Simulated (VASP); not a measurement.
# CoSi2 (Fm-3m) in VASP: notebook

Runs on CoSi2. Level: PBEsol. Tasks: single point.

Everything below comes from runs of VASP 6.6.1. Logs are shortened: lines on timing, memory, paths and dates and some standing lists are left out, and cuts for length are marked.

### Step 1. The cell of the first run

It takes space group Fm-3m (No. 225, cubic). The conventional cell has a = 5.241 Å, b = 5.241 Å, c = 5.241 Å, α = 90.00°, β = 90.00°, γ = 90.00°. Within 3.0 Å of Co (site symmetry m-3m) lie 8 Si at 2.27 Å. Si (site symmetry -43m) has 4 Co at 2.27 Å and 6 Si at 2.62 Å within 3.0 Å.

### Step 2. Single point, PBEsol, collinear spin, ferromagnetic start

INCAR

```
SYSTEM = CoSi2
PREC = Accurate ; ENCUT = 520
EDIFF = 1E-6 ; ISMEAR = 0
SIGMA = 0.15 ; LREAL = .FALSE.
LASPH = .TRUE. ; NELM = 150
ALGO = Normal ; ISIF = 2
LWAVE = .FALSE. ; LCHARG = .TRUE.
ISPIN = 2 ; MAGMOM = 1.375 0 0
LORBIT = 11 ; NUPDOWN = 1.375
LMAXMIX = 4 ; GGA = PS
LELF = .TRUE. ; LVHAR = .TRUE.
NBANDS = 20
```

KPOINTS

```
regular mesh
0
G
  14 14 14
  0 0 0
```

POSCAR

```
CoSi2
1.0
    0.0000000000      2.6204501684      2.6204501684
    2.6204501684      0.0000000000      2.6204501684
    2.6204501684      2.6204501684      0.0000000000
Co Si
1 2
Direct
    0.0000000000      0.0000000000      0.0000000000
    0.2500000000      0.2500000000      0.2500000000
    0.7500000000      0.7500000000      0.7500000000
```

Potentials or basis: VASP PAW PBE potentials, release 64 (Co, Si).

The run is started by

```bash
cat potpaw_PBE.64/Co/POTCAR potpaw_PBE.64/Si/POTCAR > POTCAR
mpirun -np 1 vasp_std > vasp.out
```

OUTCAR:

```text
SYSTEM = CoSi2
   PREC = Accurate
   ENCUT = 520
   EDIFF = 1E-6
   ISMEAR = 0
   LREAL = .FALSE.
   LASPH = .TRUE.
   NELM = 150
   ISIF = 2
   ISPIN = 2
   LORBIT = 11
   NUPDOWN = 1.375
   GGA = PS

 ion  position               nearest neighbor table
   1  0.000  0.000  0.000-   2 2.27   3 2.27   3 2.27   3 2.27   3 2.27   2 2.27   2 2.27   2 2.27

   2  0.250  0.250  0.250-   1 2.27   1 2.27   1 2.27   1 2.27   3 2.62   3 2.62   3 2.62   3 2.62
                             3 2.62   3 2.62
   3  0.750  0.750  0.750-   1 2.27   1 2.27   1 2.27   1 2.27   2 2.62   2 2.62   2 2.62   2 2.62
                             2 2.62   2 2.62

  LATTYP: Found a face centered cubic cell.
 ALAT       =     5.2409003368

  Lattice vectors:

 A1 = (   0.0000000000,   2.6204501684,   2.6204501684)
 A2 = (   2.6204501684,   0.0000000000,   2.6204501684)
 A3 = (   2.6204501684,   2.6204501684,   0.0000000000)

Analysis of symmetry for initial positions (statically):
=====================================================================
 Subroutine PRICEL returns:
 Original cell was already a primitive cell.

 Routine SETGRP: Setting up the symmetry group for a
 face centered cubic supercell.

 Subroutine GETGRP returns: Found 48 space group operations
 (whereof 48 operations were pure point group operations)
 out of a pool of 48 trial point group operations.

The static configuration has the point symmetry O_h .

Analysis of symmetry for dynamics (positions and initial velocities):
=====================================================================
 Subroutine PRICEL returns:
 Original cell was already a primitive cell.

 Routine SETGRP: Setting up the symmetry group for a
 face centered cubic supercell.

 Subroutine GETGRP returns: Found 48 space group operations
 (whereof 48 operations were pure point group operations)
 out of a pool of 48 trial point group operations.

The dynamic configuration has the point symmetry O_h .

Analysis of structural, dynamic, and magnetic symmetry:
=====================================================================
 Subroutine PRICEL returns:
 Original cell was already a primitive cell.

 Routine SETGRP: Setting up the symmetry group for a
 face centered cubic supercell.

 Subroutine GETGRP returns: Found 48 space group operations
 (whereof 48 operations were pure point group operations)
 out of a pool of 48 trial point group operations.

The overall configuration has the point symmetry O_h .

[... 123 lines left out ...]
  Thomas-Fermi vector in A             =   2.407723
   LORBIT       =     11    0 simple, 1 ext, 2 COOP (PROOUT), +10 PAW based schemes
   GGA     = PS    functional components
   LHFCALC =     F    Hartree Fock is set to
   AEXX    =    0.0000 exact exchange contribution
   IVDW    =     0    specifies the selected vdW correction
   LEPSILON=     F    determine dielectric tensor
   LRPA    =     F    only Hartree local field effects (RPA)
 spin polarized calculation
 Gauss-broadening in eV      SIGMA  =   0.15
  energy-cutoff  :      520.00
  volume of cell :       35.99
 maximum number of plane-waves:       984
   NGX = 13   NGY = 13   NGZ = 13

 number of electron      17.0000005 magnetization       1.3750001

 Free energy of the ion-electron system (eV)
  ---------------------------------------------------
  ext. energy  EPLUGINS =         0.00000000
  ---------------------------------------------------
  free energy    TOTEN  =       -19.98027410 eV

  energy without entropy =      -19.95741796  energy(sigma->0) =      -19.96884603

 E-fermi :  10.3309     XC(G=0): -12.1555

 val. band max:       12.8612306582   @ k =   0.4286   0.2857   0.0714
 cond. band min:      10.3430812799   @ k =  -0.4286   0.2857   0.0714
 fundamental gap:     -2.5181493783
 Fermi energy:        12.8676739980

 spin component 1

 k-point     1 :       0.0000    0.0000    0.0000
  band No.  band energies     occupation
      1      -2.8785      1.00000
      2       6.2162      1.00000
      3       6.2162      1.00000
      4       6.2162      1.00000
      5       8.3182      1.00000
      6       8.3182      1.00000
[... 541 lines left out ...]
     19      25.8506      0.00000
     20      28.0601      0.00000

 [... further k-points ...]

 spin component 2

 k-point     1 :       0.0000    0.0000    0.0000
  band No.  band energies     occupation
      1      -2.5652      1.00000
      2       6.7336      1.00000
      3       6.7336      1.00000
      4       6.7336      1.00000
      5       9.0175      1.00000
      6       9.0175      1.00000
[... 541 lines left out ...]
     19      26.1040      0.00000
     20      28.4130      0.00000

 [... further k-points ...]

------------------------ aborting loop because EDIFF is reached ----------------------------------------

  FORCE on cell =-STRESS in cart. coord.  units (eV):
  Direction    XX          YY          ZZ          XY          YZ          ZX
  --------------------------------------------------------------------------------------
  -------------------------------------------------------------------------------------
  Total        3.9181451      3.9181451      3.9181451      0.0000000      0.0000000      0.0000000
  in kB      174.4349006    174.4349006    174.4349006      0.0000000      0.0000000      0.0000000
  external PRESSURE =     174.4349006 kB  Pullay stress =       0.0000000 kB

 VOLUME and BASIS-vectors are now :
 -----------------------------------------------------------------------------
  energy-cutoff  :      520.00
  volume of cell :       35.99
      direct lattice vectors                 reciprocal lattice vectors
     0.000000000  2.620450168  2.620450168    -0.190806910  0.190806910  0.190806910
     2.620450168  0.000000000  2.620450168     0.190806910 -0.190806910  0.190806910
     2.620450168  2.620450168  0.000000000     0.190806910  0.190806910 -0.190806910

 POSITION                                       TOTAL-FORCE (eV/Angst)
 -----------------------------------------------------------------------------------
      0.00000      0.00000      0.00000        -0.000000     -0.000000     -0.000000
      1.31023      1.31023      1.31023        -0.000000     -0.000000      0.000000
      3.93068      3.93068      3.93068         0.000000      0.000000     -0.000000
 -----------------------------------------------------------------------------------
    total drift:                               -0.000000     -0.000000      0.000000

  FREE ENERGIE OF THE ION-ELECTRON SYSTEM (eV)
  ---------------------------------------------------
  free  energy   TOTEN  =       -19.9802741031 eV

  energy  without entropy=      -19.9574179586  energy(sigma->0) =      -19.96884603

 total charge

# of ion       s       p       d       tot
------------------------------------------
    1        0.581   0.801   7.642   9.024
    2        0.744   0.906   0.000   1.650
    3        0.744   0.906   0.000   1.650
--------------------------------------------------
tot          2.069   2.612   7.642  12.323

 magnetization (x)

# of ion       s       p       d       tot
------------------------------------------
    1        0.014   0.157   0.686   0.857
    2        0.035   0.078   0.000   0.112
    3        0.035   0.078   0.000   0.112
--------------------------------------------------
tot          0.083   0.312   0.686   1.081
```

stdout:

```text
POSCAR found type information on POSCAR CoSi
 POSCAR found :  2 types and       3 ions
 scaLAPACK will be used
 -----------------------------------------------------------------------------
|                                                                             |
|                                                                             |
|     You enforced a specific xc type in the INCAR file but a different       |
|     I HOPE YOU KNOW WHAT YOU ARE DOING!                                     |
|                                                                             |
 -----------------------------------------------------------------------------

 LDA part: xc-table for (Slater+PW92), standard interpolation
 POSCAR, INCAR and KPOINTS ok, starting setup
 FFT: planning ... GRIDC
 FFT: planning ... GRID_SOFT
 FFT: planning ... GRID
 WAVECAR not read
 entering main loop
```

Wall time 89 s (1 thread of AMD EPYC 9R45 (Zen 5), shared host); peak memory 0.22 GiB.

What came out:

| Quantity | Value |
| --- | --- |
| Free energy | -19.9803 eV |
| Pressure | 17.4 GPa |
| Net moment | 1.38 μB per cell |
| Site moments | Co +0.86; Si +0.11 μB |
| Valence electrons inside the program's atomic spheres | Co 9.02; Si 1.65 |

Caveat: the PAW data sets were made with another functional, which shifts forces and pressure a little; the total moment is fixed, so each spin has its own Fermi level.

### Step 3. Single point, PBEsol, collinear spin, ferromagnetic start

INCAR

```
  PREC = Accurate
  ENCUT = 520
  EDIFF = 1E-6
  ISMEAR = 0
  SIGMA = 0.15
  LREAL = False
  LASPH = True
  NELM = 150
  ALGO = Normal
  ISIF = 2
  LWAVE = False
  LCHARG = True
  ISPIN = 2
  MAGMOM = 0.825 0 0
  LORBIT = 11
  NUPDOWN = 0.825
  LMAXMIX = 4
  GGA = PS
  LELF = True
  LVHAR = True
  NBANDS = 20
```

KPOINTS

```
regular mesh
0
Gamma
  14 14 14
```

POSCAR is that of step 2.

Potentials or basis: VASP PAW PBE potentials, release 64 (Co, Si).

The run is started by

```bash
cat potpaw_PBE.64/Co/POTCAR potpaw_PBE.64/Si/POTCAR > POTCAR
mpirun -np 1 vasp_std > vasp.out
```

Run time: 88 s. Hardware: 1 thread of AMD EPYC 9R45 (Zen 5), shared host; peak memory 0.22 GiB.

Results (log left out):

```yaml
Free_energy: -20.6123 eV
Pressure: 11.2 GPa
Net_moment: 0.82 μB per cell
Site_moments: Co +0.49; Si +0.07 μB
Valence_electrons_inside_the_program's_atomic_spheres: Co 9.04; Si 1.64
```

Caveat: the PAW data sets were made with another functional, which shifts forces and pressure a little; the total moment is fixed, so each spin has its own Fermi level.

### Step 4. Single point, PBEsol, collinear spin, ferromagnetic start

This run uses another cell than the first one, of 12.50 Å³/atom, 1.042 times its volume.

INCAR

```
  ALGO = Normal
  EDIFF = 1E-6
  ENCUT = 520
  GGA = PS
  ISIF = 2
  ISMEAR = 0
  ISPIN = 2
  LASPH = True
  LCHARG = True
  LELF = True
  LMAXMIX = 4
  LORBIT = 11
  LREAL = False
  LVHAR = True
  LWAVE = False
  MAGMOM = 2.2 0 0
  NBANDS = 20
  NELM = 150
  NUPDOWN = 2.2
  PREC = Accurate
  SIGMA = 0.15
```

KPOINTS

```
k-points
0
Gamma
  14 14 14
```

POSCAR

```
CoSi2
1.0
    0.0000000000      2.6563531747      2.6563531747
    2.6563531747      0.0000000000      2.6563531747
    2.6563531747      2.6563531747      0.0000000000
Co Si
1 2
Direct
    0.0000000000      0.0000000000      0.0000000000
    0.2500000000      0.2500000000      0.2500000000
    0.7500000000      0.7500000000      0.7500000000
```

The run is started by

```bash
cat potpaw_PBE.64/Co/POTCAR potpaw_PBE.64/Si/POTCAR > POTCAR
mpirun -np 1 vasp_std > vasp.out
```

Run time: 93 s. Hardware: 1 thread of AMD EPYC 9R45 (Zen 5), shared host; peak memory 0.22 GiB.

It converged, with:

```
Free energy                                           : -19.0174 eV
Pressure                                              : 16.9 GPa
Net moment                                            : 2.20 μB per cell
Site moments                                          : Co +1.35; Si +0.18 μB
Valence electrons inside the program's atomic spheres : Co 8.85; Si 1.64
```

Caveat: the PAW data sets were made with another functional, which shifts forces and pressure a little; the total moment is fixed, so each spin has its own Fermi level.

### Step 5. Summary

| fixed moment (μB) | cell | pressure (GPa) | moment (μB) |
| --- | --- | --- | --- |
| 1.375 | a = 3.706 Å, angles 60.0°, 3 atoms | 17.4 | 1.38 |
| 0.825 | a = 3.706 Å, angles 60.0°, 3 atoms | 11.2 | 0.82 |
| 2.2 | a = 3.757 Å, angles 60.0°, 3 atoms | 16.9 | 2.20 |

Alike in all rows: task single point; level PBEsol; potentials or basis VASP PAW PBE potentials, release 64 (Co, Si); spin collinear, ferromagnetic start; k mesh 14 × 14 × 14; cutoff (eV) 520; smearing gaussian 0.15 eV.

Caveats: the PAW data sets were made with another functional, which shifts forces and pressure a little; the total moment is fixed, so each spin has its own Fermi level.

Total energies depend on the potentials used, so only differences within one code and one set of settings carry meaning.
